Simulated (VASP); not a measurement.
# NaW (P6_3/mmc) in VASP: further runs

Runs on NaW. Level: PBE. Tasks: single point, relaxation of cell and atoms.

Program: VASP 6.6.1. These are calculated values, not measurements. Logs are shortened: lines on timing, memory, paths and dates and some standing lists are left out, and cuts for length are marked.

### 1 The cell of the first run

Symmetry: P6_3/mmc, No. 194, hexagonal system. The conventional cell has a = 3.297 Å, b = 3.297 Å, c = 6.505 Å, α = 90.00°, β = 90.00°, γ = 120.00°. Na (site symmetry -3m) has 6 W at 2.50 Å and 8 Na at 3.25 to 3.30 Å within 3.3 Å. Within 3.3 Å of W (site symmetry -6m2) lie 6 Na at 2.50 Å and 6 W at 3.30 Å.

The cell was generated, and may not be a known phase.

### 2 Single point, PBE

INCAR

```
SYSTEM = NaW
ALGO = Normal
EDIFF = 1E-6
ENCUT = 520
GGA = PE
ISIF = 2
ISMEAR = 0
LASPH = .True.
LCHARG = .True.
LELF = .True.
LREAL = .False.
LVHAR = .True.
LWAVE = .False.
NBANDS = 29
NELM = 60
PREC = Accurate
SIGMA = 0.1
```

KPOINTS

```
k-points
0
Gamma
  6 6 4
  0 0 0
```

POSCAR

```
NaW
1.0
    3.2972710300      0.0000000000      0.0000000000
   -1.6486355100      2.8555204700      0.0000000000
    0.0000000000      0.0000000000      6.5049891000
Na W
2 2
Direct
    0.0000000000      0.0000000000      0.0000000000
    0.0000000000      0.0000000000      0.5000000000
    0.3333333300      0.6666666700      0.2500000000
    0.6666666700      0.3333333300      0.7500000000
```

Potentials or basis: VASP PAW PBE potentials, release 64 (Na_pv, W_sv).

The run is started by

```sh
$ cat potpaw_PBE.64/Na_pv/POTCAR potpaw_PBE.64/W_sv/POTCAR > POTCAR
$ mpirun -np 1 vasp_std > vasp.out
```

OUTCAR:

```text
SYSTEM = NaW
   EDIFF = 1E-6
   ENCUT = 520
   GGA = PE
   ISIF = 2
   ISMEAR = 0
   LASPH = .True.
   LREAL = .False.
   NELM = 60
   PREC = Accurate

 ion  position               nearest neighbor table
   1  0.000  0.000  0.000-   3 2.50   4 2.50   3 2.50   4 2.50   4 2.50   3 2.50
   2  0.000  0.000  0.500-   3 2.50   4 2.50   3 2.50   4 2.50   4 2.50   3 2.50
   3  0.333  0.667  0.250-   1 2.50   2 2.50   1 2.50   2 2.50   1 2.50   2 2.50
   4  0.667  0.333  0.750-   1 2.50   2 2.50   1 2.50   2 2.50   1 2.50   2 2.50

  LATTYP: Found a hexagonal cell.
 ALAT       =     3.2972710300
 C/A-ratio  =     1.9728402794

  Lattice vectors:

 A1 = (   3.2972710300,   0.0000000000,   0.0000000000)
 A2 = (  -1.6486355100,   2.8555204700,   0.0000000000)
 A3 = (   0.0000000000,   0.0000000000,   6.5049891000)

Analysis of symmetry for initial positions (statically):
=====================================================================
 Subroutine PRICEL returns:
 Original cell was already a primitive cell.

 Routine SETGRP: Setting up the symmetry group for a
 hexagonal supercell.

 Subroutine GETGRP returns: Found 24 space group operations
 (whereof 12 operations were pure point group operations)
 out of a pool of 24 trial point group operations.

The static configuration has the point symmetry D_3d.
 The point group associated with its full space group is D_6h.

Analysis of symmetry for dynamics (positions and initial velocities):
=====================================================================
 Subroutine PRICEL returns:
 Original cell was already a primitive cell.

 Routine SETGRP: Setting up the symmetry group for a
 hexagonal supercell.

 Subroutine GETGRP returns: Found 24 space group operations
 (whereof 12 operations were pure point group operations)
 out of a pool of 24 trial point group operations.

The dynamic configuration has the point symmetry D_3d.
 The point group associated with its full space group is D_6h.

 Subroutine INISYM returns: Found 24 space group operations
 (whereof 12 operations are pure point group operations),
 and found     1 'primitive' translations

----------------------------------------------------------------------------------------

                                     Primitive cell

  volume of cell :      61.2472

  direct lattice vectors                    reciprocal lattice vectors
     3.297271030  0.000000000  0.000000000     0.303281105  0.175099427  0.000000000
    -1.648635510  2.855520470  0.000000000     0.000000000  0.350198855  0.000000000
     0.000000000  0.000000000  6.504989100     0.000000000  0.000000000  0.153728159

  length of vectors
     3.297271030  3.297271023  6.504989100     0.350198855  0.350198855  0.153728159

  position of ions in fractional coordinates (direct lattice)
     0.000000000  0.000000000  0.000000000
     0.000000000  0.000000000  0.500000000
     0.333333330  0.666666670  0.250000000
     0.666666670  0.333333330  0.750000000

  ion indices of the primitive-cell ions
   primitive index   ion index
                 1           1
                 2           2
                 3           3
                 4           4

----------------------------------------------------------------------------------------

 KPOINTS: k-points

Automatic generation of k-mesh.
 Grid dimensions read from file:
 generate k-points for:    6    6    4

 Generating k-lattice:

  Cartesian coordinates                     Fractional coordinates (reciprocal lattice)
     0.050546851  0.029183238  0.000000000     0.166666667  0.000000000  0.000000000
     0.000000000  0.058366476  0.000000000     0.000000000  0.166666667  0.000000000
     0.000000000  0.000000000  0.038432040     0.000000000  0.000000000  0.250000000

  Length of vectors
     0.058366476  0.058366476  0.038432040

  Shift w.r.t. Gamma in fractional coordinates (k-lattice)
     0.000000000  0.000000000  0.000000000

 Subroutine IBZKPT returns following result:
 ===========================================

 Found     21 irreducible k-points:

 Following reciprocal coordinates:
            Coordinates               Weight
  0.000000  0.000000  0.000000      1.000000
  0.166667  0.000000  0.000000      6.000000
  0.333333  0.000000  0.000000      6.000000
  0.500000  0.000000  0.000000      3.000000
  0.166667  0.166667  0.000000      6.000000
  0.333333  0.166667  0.000000     12.000000
[... 13 lines left out ...]
  0.333333  0.166667  0.500000     12.000000
  0.333333  0.333333  0.500000      2.000000
   k-points           NKPTS =     21   k-points in BZ     NKDIM =     21   number of bands    NBANDS=     29
   number of dos      NEDOS =    301   number of ions     NIONS =      4
   total plane-waves  NPLWV =  37632
   dimension x,y,z NGX =    28 NGY =   28 NGZ =   48
   dimension x,y,z NGXF=    56 NGYF=   56 NGZF=   96
   ions per type =               2   2
   NGX,Y,Z   is equivalent  to a cutoff of  14.12, 14.12, 12.27 a.u.
   NGXF,Y,Z  is equivalent  to a cutoff of  28.23, 28.23, 24.53 a.u.
 SYSTEM =  NaW
   PREC   = accura    normal or accurate (medium, high low for compatibility)
   ISTART =      0    job   : 0-new  1-cont  2-samecut
   ICHARG =      2    charge: 1-file 2-atom 10-const
   ISPIN  =      1    spin polarized calculation?
   LNONCOLLINEAR =      F non collinear calculations
   LSORBIT =      F    spin-orbit coupling
   LASPH  =      T    aspherical Exc in radial PAW
   ENCUT  =  520.0 eV  38.22 Ry    6.18 a.u.   6.13  6.13 12.09*2*pi/ulx,y,z
   NELM   =     60;   NELMIN=  2; NELMDL= -5     # of ELM steps
   EDIFF  = 0.1E-05   stopping-criterion for ELM
   LREAL  =      F    real-space projection
   EDIFFG = 0.1E-04   stopping-criterion for IOM
   NSW    =      0    number of steps for IOM
   IBRION =     -1    ionic relax: 0-MD 1-quasi-New 2-CG
   NFREE  =      0    steps in history (QN), initial steepest desc. (CG)
   ISIF   =      2    stress and relaxation
   ISYM   =      2    0-nonsym 1-usesym 2-fastsym
   POTIM  = 0.5000    time-step for ionic-motion
   TEBEG  =    0.0;   TEEND  =   0.0 temperature during run
   PSTRESS=    0.0 pullay stress
   NELECT =      42.0000    total number of electrons
   NUPDOWN=      -1.0000    fix difference up-down
   EMIN   =  10.00;   EMAX   =-10.00  energy-range for DOS
   EFERMI =   0.00;   METHOD = LEGACY
   ISMEAR =     0;   SIGMA  =   0.10  broadening in eV -4-tet -1-fermi 0-gaus
   EFERMI_NEDOS =   21; number of points for ismear=-14 and -15
   IALGO  =     38    algorithm
   IMIX   =      4    mixing-type and parameters
     AMIX     =   0.40;   BMIX     =  1.00
     AMIX_MAG =   1.60;   BMIX_MAG =  1.00
  volume/ion in A,a.u.               =      15.31       103.33
  Fermi-wavevector in a.u.,A,eV,Ry     =   1.443652  2.728106 28.356314  2.084130
  Thomas-Fermi vector in A             =   2.562035
   LORBIT       =      0    0 simple, 1 ext, 2 COOP (PROOUT), +10 PAW based schemes
   GGA     = PE    functional components
   LHFCALC =     F    Hartree Fock is set to
   AEXX    =    0.0000 exact exchange contribution
   IVDW    =     0    specifies the selected vdW correction
   LEPSILON=     F    determine dielectric tensor
   LRPA    =     F    only Hartree local field effects (RPA)
 non-spin polarized calculation
 Gauss-broadening in eV      SIGMA  =   0.10
  energy-cutoff  :      520.00
  volume of cell :       61.25
 maximum number of plane-waves:      1674
 NGX is ok and might be reduce to    28
   NGX = 13   NGY = 13   NGZ = 25

 number of electron      41.9999990 magnetization

 Free energy of the ion-electron system (eV)
  ---------------------------------------------------
  ext. energy  EPLUGINS =         0.00000000
  ---------------------------------------------------
  free energy    TOTEN  =       -14.99197669 eV

  energy without entropy =      -14.95056005  energy(sigma->0) =      -14.97126837

 E-fermi :   7.2370     XC(G=0): -11.8177

 val. band max:        7.2353591198   @ k =   0.1667   0.0000   0.5000
 cond. band min:       7.2720781357   @ k =   0.1667   0.0000   0.2500
 fundamental gap:      0.0367190159
 Fermi energy:         7.2369564217

 k-point     1 :       0.0000    0.0000    0.0000
  band No.  band energies     occupation
      1     -66.8366      2.00000
      2     -66.8357      2.00000
      3     -31.2788      2.00000
      4     -31.2337      2.00000
      5     -30.8788      2.00000
      6     -30.8788      2.00000
[... 21 lines left out ...]
     28      15.7014      0.00000
     29      18.4605      0.00000

 k-point     2 :       0.1667    0.0000    0.0000
  band No.  band energies     occupation
      1     -66.8343      2.00000
      2     -66.8335      2.00000
      3     -31.2736      2.00000
      4     -31.2295      2.00000
      5     -30.9329      2.00000
      6     -30.9238      2.00000
[... 21 lines left out ...]
     28      16.6288      0.00000
     29      16.8832      0.00000

 k-point     3 :       0.3333    0.0000    0.0000
  band No.  band energies     occupation
      1     -66.8298      2.00000
      2     -66.8291      2.00000
      3     -31.2615      2.00000
      4     -31.2229      2.00000
      5     -31.0356      2.00000
      6     -31.0229      2.00000
[... 21 lines left out ...]
     28      13.5809      0.00000
     29      15.9396      0.00000

 k-point     4 :       0.5000    0.0000    0.0000
  band No.  band energies     occupation
      1     -66.8276      2.00000
      2     -66.8269      2.00000
      3     -31.2541      2.00000
      4     -31.2208      2.00000
      5     -31.0856      2.00000
      6     -31.0726      2.00000
[... 501 lines left out ...]
     28      13.1084      0.00000
     29      15.9171      0.00000

 k-point    20 :       0.3333    0.1667    0.5000
  band No.  band energies     occupation
      1     -66.8272      2.00000
      2     -66.8272      2.00000
      3     -31.2386      2.00000
      4     -31.2386      2.00000
      5     -31.0531      2.00000
      6     -31.0531      2.00000
[... 21 lines left out ...]
     28      11.6839      0.00000
     29      14.3018      0.00000

 k-point    21 :       0.3333    0.3333    0.5000
  band No.  band energies     occupation
      1     -66.8261      2.00000
      2     -66.8261      2.00000
      3     -31.2368      2.00000
      4     -31.2368      2.00000
      5     -31.0217      2.00000
      6     -31.0217      2.00000
[... 21 lines left out ...]
     28      11.6931      0.00000
     29      14.0415      0.00000

------------------------ aborting loop because EDIFF is reached ----------------------------------------

  FORCE on cell =-STRESS in cart. coord.  units (eV):
  Direction    XX          YY          ZZ          XY          YZ          ZX
  --------------------------------------------------------------------------------------
  -------------------------------------------------------------------------------------
  Total        7.4817868      7.4817868     17.6597728      0.0000000      0.0000000     -0.0000000
  in kB      195.7173891    195.7173884    461.9651302      0.0000003      0.0000000     -0.0000000
  external PRESSURE =     284.4666359 kB  Pullay stress =       0.0000000 kB

 VOLUME and BASIS-vectors are now :
 -----------------------------------------------------------------------------
  energy-cutoff  :      520.00
  volume of cell :       61.25
      direct lattice vectors                 reciprocal lattice vectors
     3.297271030  0.000000000  0.000000000     0.303281105  0.175099427  0.000000000
    -1.648635510  2.855520470  0.000000000     0.000000000  0.350198855  0.000000000
     0.000000000  0.000000000  6.504989100     0.000000000  0.000000000  0.153728159

 POSITION                                       TOTAL-FORCE (eV/Angst)
 -----------------------------------------------------------------------------------
      0.00000      0.00000      0.00000         0.000000      0.000000     -0.000000
      0.00000      0.00000      3.25249         0.000000      0.000000     -0.000000
     -0.00000      1.90368      1.62625         0.000000     -0.000000     -0.000000
      1.64864      0.95184      4.87874        -0.000000      0.000000      0.000000
 -----------------------------------------------------------------------------------
    total drift:                               -0.000000      0.000000      0.000000

  FREE ENERGIE OF THE ION-ELECTRON SYSTEM (eV)
  ---------------------------------------------------
  free  energy   TOTEN  =       -14.9919766906 eV

  energy  without entropy=      -14.9505600510  energy(sigma->0) =      -14.97126837
```

It took 44 s on 1 thread of Oxide Virtual Turin-like, shared host; peak memory 0.16 GiB.

Results:

```yaml
Free_energy: -14.9920 eV
Pressure: 28.4 GPa
Band_gap_on_the_k_mesh: zero (bands 21 and 22 overlap by 0.90 eV)
```

Caveat: the k points lie up to 0.37 Å⁻¹ apart, too coarse for converged energies and pressures of a metal; spin-orbit coupling is left out, which moves the levels of the heavy elements.

### 3 Single point, PBE

This run uses another cell than the first one, of 18.87 Å³/atom.

INCAR

```
PREC = Accurate
ENCUT = 520
EDIFF = 1E-6
ISMEAR = 0
SIGMA = 0.1
LREAL = False
LASPH = True
NELM = 60
ALGO = Normal
ISIF = 2
LWAVE = False
LCHARG = False
GGA = PE
NBANDS = 29
```

KPOINTS

```
regular mesh
0
Gamma
  6 6 4
```

POSCAR

```
NaW
1.0
    2.7688358630     -0.0000000024      0.0000000000
   -1.3844179294      2.3978821975      0.0000000000
    0.0000000000      0.0000000000     11.3660089091
Na W
2 2
Direct
    0.0000000000      0.0000000000      0.0000000000
    0.0000000000      0.0000000000      0.5000000000
    0.3333333333      0.6666666667      0.2500000000
    0.6666666667      0.3333333333      0.7500000000
```

Potentials or basis: VASP PAW PBE potentials, release 64 (Na_pv, W_sv).

The run is started by

```sh
$ cat potpaw_PBE.64/Na_pv/POTCAR potpaw_PBE.64/W_sv/POTCAR > POTCAR
$ mpirun -np 1 vasp_std > vasp.out
```

Wall time 35 s (1 thread of Oxide Virtual Turin-like, shared host); peak memory 0.19 GiB.

The run converged. Its results:

* Free energy: -24.5382 eV
* Pressure: 0.2 GPa
* Band gap on the k mesh: zero (bands 21 and 22 overlap by 2.78 eV)

Levels at points of the mesh, in eV from the Fermi level:
```tsv
k point	band 19	band 20	band 21	band 22	band 23	band 24	band 25	band 26
(0.00, 0.00, 0.00)	-2.47	-0.97	-0.34	-0.34	-0.34	-0.34	2.65	3.01
(0.50, 0.00, 0.00)	-0.50	-0.28	1.32	1.64	1.77	1.77	2.59	4.02
(0.00, 0.00, 0.50)	-1.78	-1.78	-0.34	-0.34	-0.34	-0.34	3.01	3.01
(0.50, 0.00, 0.50)	-0.37	-0.37	1.37	1.37	1.77	1.77	3.34	3.34
```

Caveat: the k points lie up to 0.44 Å⁻¹ apart, too coarse for converged energies and pressures of a metal; spin-orbit coupling is left out, which moves the levels of the heavy elements.

[end of part 1 of 2]

The gap in the log of VASP goes by the Fermi energy; the results here count the filled bands.